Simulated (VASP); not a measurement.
# LiF (Fm-3m) in VASP: single point with HSE06

Aim: the single point of LiF with HSE06.

Program: VASP 6.6.1. These are calculated values, not measurements. Logs are shortened: lines on timing, memory, paths and dates and some standing lists are left out, and cuts for length are marked.

### 1 The cell of the first run

The structure is cubic, space group Fm-3m (No. 225). Conventional cell: a = 4.228 Å, b = 4.228 Å, c = 4.228 Å, α = 90.00°, β = 90.00°, γ = 90.00°. Li (site symmetry m-3m) has 6 F at 2.11 Å within 2.8 Å. F (site symmetry m-3m) has 6 Li at 2.11 Å within 2.8 Å.

### 2 Single point, HSE06 (strain +6.0%)

POSCAR

```
LiF
1.0
    0.0000000000      2.1141650707      2.1141650707
    2.1141650707      0.0000000000      2.1141650707
    2.1141650707      2.1141650707      0.0000000000
Li F
1 1
Direct
    0.0000000000      0.0000000000      0.0000000000
    0.5000000000      0.5000000000      0.5000000000
```

INCAR.step1

```
SYSTEM = LiF
PREC = Accurate
ENCUT = 520
EDIFF = 1E-5
ISMEAR = 0
SIGMA = 0.01
LREAL = .FALSE.
LASPH = .TRUE.
NELM = 80
ALGO = Normal
ISIF = 2
LWAVE = .TRUE.
LCHARG = .FALSE.
GGA = PE
NBANDS = 12
```

INCAR.step2

```
SYSTEM = LiF
PREC = Accurate
ENCUT = 520
EDIFF = 1E-6
ISMEAR = 0
SIGMA = 0.01
LREAL = .FALSE.
LASPH = .TRUE.
NELM = 80
ALGO = Normal
ISIF = 2
LWAVE = .FALSE.
LCHARG = .FALSE.
GGA = PE
LHFCALC = .TRUE.
HFSCREEN = 0.2079
PRECFOCK = Normal
ISTART = 1
NBANDS = 12
```

KPOINTS

```
Automatic mesh
0
G
  8 8 8
  0 0 0
```

Potentials or basis: VASP PAW PBE potentials, release 64 (Li_sv, F).

The run is started by

```console
> cat potpaw_PBE.64/Li_sv/POTCAR potpaw_PBE.64/F/POTCAR > POTCAR
> cp INCAR.step1 INCAR
> mpirun -np 1 vasp_std > vasp.out
> cp INCAR.step2 INCAR
> mpirun -np 1 vasp_std > vasp.out
```

OUTCAR:

```text
SYSTEM = LiF
   PREC = Accurate
   ENCUT = 520
   EDIFF = 1E-6
   ISMEAR = 0
   LREAL = .FALSE.
   LASPH = .TRUE.
   NELM = 80
   ISIF = 2
   GGA = PE
   LHFCALC = .TRUE.
   HFSCREEN = 0.2079
   PRECFOCK = Normal
   ISTART = 1

 ion  position               nearest neighbor table
   1  0.000  0.000  0.000-   2 2.11   2 2.11   2 2.11   2 2.11   2 2.11   2 2.11
   2  0.500  0.500  0.500-   1 2.11   1 2.11   1 2.11   1 2.11   1 2.11   1 2.11

  LATTYP: Found a face centered cubic cell.
 ALAT       =     4.2283301414

  Lattice vectors:

 A1 = (   0.0000000000,   2.1141650707,   2.1141650707)
 A2 = (   2.1141650707,   0.0000000000,   2.1141650707)
 A3 = (   2.1141650707,   2.1141650707,   0.0000000000)

Analysis of symmetry for initial positions (statically):
=====================================================================
 Subroutine PRICEL returns:
 Original cell was already a primitive cell.

 Routine SETGRP: Setting up the symmetry group for a
 face centered cubic supercell.

 Subroutine GETGRP returns: Found 48 space group operations
 (whereof 48 operations were pure point group operations)
 out of a pool of 48 trial point group operations.

The static configuration has the point symmetry O_h .

Analysis of symmetry for dynamics (positions and initial velocities):
=====================================================================
 Subroutine PRICEL returns:
 Original cell was already a primitive cell.

 Routine SETGRP: Setting up the symmetry group for a
 face centered cubic supercell.

 Subroutine GETGRP returns: Found 48 space group operations
 (whereof 48 operations were pure point group operations)
 out of a pool of 48 trial point group operations.

The dynamic configuration has the point symmetry O_h .

 Subroutine INISYM returns: Found 48 space group operations
 (whereof 48 operations are pure point group operations),
 and found     1 'primitive' translations

----------------------------------------------------------------------------------------

                                     Primitive cell

  volume of cell :      18.8993

  direct lattice vectors                    reciprocal lattice vectors
     0.000000000  2.114165071  2.114165071    -0.236499981  0.236499981  0.236499981
     2.114165071  0.000000000  2.114165071     0.236499981 -0.236499981  0.236499981
     2.114165071  2.114165071  0.000000000     0.236499981  0.236499981 -0.236499981

  length of vectors
     2.989880916  2.989880916  2.989880916     0.409629984  0.409629984  0.409629984

[... 95 lines left out ...]
   ISMEAR =     0;   SIGMA  =   0.01  broadening in eV -4-tet -1-fermi 0-gaus
   EFERMI_NEDOS =   21; number of points for ismear=-14 and -15
   IALGO  =     38    algorithm
   IMIX   =      1    mixing-type and parameters
     AMIX     =   0.40;   BMIX     =  1.00
     AMIX_MAG =   1.60;   BMIX_MAG =  1.00
  volume/ion in A,a.u.               =       9.45        63.77
  Fermi-wavevector in a.u.,A,eV,Ry     =   1.324116  2.502216 23.854856  1.753282
  Thomas-Fermi vector in A             =   2.453674
   LORBIT       =      0    0 simple, 1 ext, 2 COOP (PROOUT), +10 PAW based schemes
   GGA     = PE    functional components
   LHFCALC =     T    Hartree Fock is set to
   PRECFOCK=normal    Normal, Fast or Accurate (Low or Medium for compatibility)
   ENCUT4O =  -1.0   cutoff for four orbital integrals eV
   NKREDX  =     1    reduce k-point grid by
   NKREDY  =     1    reduce k-point grid by
   NKREDZ  =     1    reduce k-point grid by
   AEXX    =    0.2500 exact exchange contribution
   HFSCREEN=    0.2079 screening length (either q_TF or 0.3 A-1)
   HFSCREENC=   0.2079 screening length for correlation (either q_TF or 0.3 A-1)
   ENCUTFOCK=  -1.0 apply spherical cutoff to Coloumb kernel
   IVDW    =     0    specifies the selected vdW correction
   LEPSILON=     F    determine dielectric tensor
   LRPA    =     F    only Hartree local field effects (RPA)
 non-spin polarized calculation
 Gauss-broadening in eV      SIGMA  =   0.01
  energy-cutoff  :      520.00
  volume of cell :       18.90
 maximum number of plane-waves:       531
 NGX is ok and might be reduce to    24
  NGX = 18; NGY = 18; NGZ = 18

 number of electron      10.0000004 magnetization

 Free energy of the ion-electron system (eV)
  ---------------------------------------------------
  ext. energy  EPLUGINS =         0.00000000
  ---------------------------------------------------
  free energy    TOTEN  =       -11.30809096 eV

  energy without entropy =      -11.30809096  energy(sigma->0) =      -11.30809096

 E-fermi :  -3.2339     XC(G=0):  -7.6252

 val. band max:       -3.4906652144   @ k =   0.0000   0.0000   0.0000
 cond. band min:       6.6204428386   @ k =   0.0000   0.0000   0.0000
 fundamental gap:     10.1111080530
 Fermi energy:        -3.2339222819

 k-point     1 :       0.0000    0.0000    0.0000
  band No.  band energies     occupation
      1     -46.8775      2.00000
      2     -24.6921      2.00000
      3      -3.4907      2.00000
      4      -3.4907      2.00000
      5      -3.4907      2.00000
      6       6.6204      0.00000
      7      21.1716      0.00000
      8      21.1716      0.00000
      9      21.1716      0.00000
     10      21.8202      0.00000
     11      21.8202      0.00000
     12      21.8202      0.00000
[... 331 lines left out ...]
 k-point    24 :      -0.3750    0.2500    0.1250
  band No.  band energies     occupation
      1     -46.8417      2.00000
      2     -24.2644      2.00000
      3      -5.5057      2.00000
      4      -4.5100      2.00000
      5      -3.9068      2.00000
      6      10.4053      0.00000
      7      13.4172      0.00000
      8      16.5429      0.00000
      9      16.6301      0.00000
     10      24.5796      0.00000
     11      25.6200      0.00000
     12      30.7141      0.00000

 [... further k-points ...]
[... 5 lines left out ...]
  --------------------------------------------------------------------------------------
  -------------------------------------------------------------------------------------
  Total       -1.0179353     -1.0179353     -1.0179353      0.0000000      0.0000000     -0.0000000
  in kB      -86.2946940    -86.2946940    -86.2946940      0.0000000      0.0000000     -0.0000000
  external PRESSURE =     -86.2946940 kB  Pullay stress =       0.0000000 kB

 VOLUME and BASIS-vectors are now :
 -----------------------------------------------------------------------------
  energy-cutoff  :      520.00
  volume of cell :       18.90
      direct lattice vectors                 reciprocal lattice vectors
     0.000000000  2.114165071  2.114165071    -0.236499981  0.236499981  0.236499981
     2.114165071  0.000000000  2.114165071     0.236499981 -0.236499981  0.236499981
     2.114165071  2.114165071  0.000000000     0.236499981  0.236499981 -0.236499981

 POSITION                                       TOTAL-FORCE (eV/Angst)
 -----------------------------------------------------------------------------------
      0.00000      0.00000      0.00000        -0.000000      0.000000      0.000000
      2.11417      2.11417      2.11417         0.000000     -0.000000     -0.000000
 -----------------------------------------------------------------------------------
    total drift:                                0.000000      0.000000      0.000000

  FREE ENERGIE OF THE ION-ELECTRON SYSTEM (eV)
  ---------------------------------------------------
  free  energy   TOTEN  =       -11.3080909562 eV

  energy  without entropy=      -11.3080909562  energy(sigma->0) =      -11.30809096
```

OUTCAR.step1:

```text
SYSTEM = LiF
   PREC = Accurate
   ENCUT = 520
   EDIFF = 1E-5
   ISMEAR = 0
   LREAL = .FALSE.
   LASPH = .TRUE.
[... 582 lines left out ...]
      0.00000      0.00000      0.00000         0.000000      0.000000     -0.000000
      2.11417      2.11417      2.11417        -0.000000     -0.000000      0.000000
 -----------------------------------------------------------------------------------
    total drift:                               -0.000000     -0.000000      0.000000

  FREE ENERGIE OF THE ION-ELECTRON SYSTEM (eV)
  ---------------------------------------------------
  free  energy   TOTEN  =        -9.5973674826 eV

  energy  without entropy=       -9.5973674826  energy(sigma->0) =       -9.59736748
```

Wall time 23 min (1 thread of Intel Xeon Platinum 8375C at 2.90GHz (Ice Lake), shared host); peak memory 0.24 GiB.

What came out:

| Item | Value |
| --- | --- |
| Free energy | -11.3081 eV |
| Band gap on the k mesh | 10.11 eV |

Levels at points of the mesh, in eV from the valence-band top:
```csv
k point,band 2,band 3,band 4,band 5,band 6,band 7,band 8,band 9
"(0.00, 0.00, 0.00)",-21.20,0.00,0.00,0.00,10.11,24.66,24.66,24.66
"(0.50, 0.00, 0.00)",-20.86,-2.22,-0.20,-0.20,12.29,17.62,20.16,20.16
"(0.50, 0.50, 0.00)",-20.67,-2.52,-0.85,-0.85,15.98,17.98,18.19,21.18
```

Caveat: the cell differs from its parent crystal (strain +6.0%); the cutoff is under 1.25 times the usual one of these potentials, so pressure, stress and relaxed cells hold a basis-set (Pulay) error; the PAW data sets were made with another functional, which shifts forces and pressure a little. A k mesh can miss the band edges.
